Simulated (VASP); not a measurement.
LiF: single point with PBE

LiF:

```
Li F
1.0
     3.17757    0.00000    0.00000
    -1.58879    2.75186    0.00000
     0.00000    0.00000    4.74380
Li F
2 2
Direct
  0.33333 0.66667 0.41167
  0.66667 0.33333 0.91167
  0.33333 0.66667 0.99393
  0.66667 0.33333 0.49393
```

This cell differs from its parent crystal: c/a of the conventional cell at fixed volume 1.4929.

| Property | Result |
| --- | --- |
| Program | VASP 6.6.1 |
| Task | single point |
| Functional | PBE |
| Potentials or basis | VASP PAW PBE potentials, release 64 (Li_sv, F) |
| Cutoff | 520 eV |
| k mesh | 9 × 9 × 6 |
| Occupations | gaussian, width 0.05 eV |
| Spin | no spin polarisation |

```
Largest force          : 0.150 eV/Å
Band gap on the k mesh : 7.40 eV, direct
```

Forces on the atoms (eV/Å):
```
Li   0.000  0.000 -0.150
Li   0.000  0.000 -0.150
F    0.000  0.000  0.150
F    0.000  0.000  0.150
```

Levels at points of the mesh, in eV from the valence-band top:
| k point | band 8 | band 9 | band 10 | band 11 | band 12 | band 13 |
| --- | --- | --- | --- | --- | --- | --- |
| (0.00, 0.00, 0.00) | -0.38 | -0.38 | 0.00 | 7.40 | 11.96 | 14.92 |
| (0.00, 0.00, 0.50) | -0.56 | -0.56 | -0.56 | 9.22 | 9.22 | 17.31 |

Wall time 28 s on 1 thread of Intel(R) Xeon(R) Platinum 8488C (Sapphire Rapids), on a shared host, peak memory 0.16 GiB.

 A k mesh can miss the band edges.
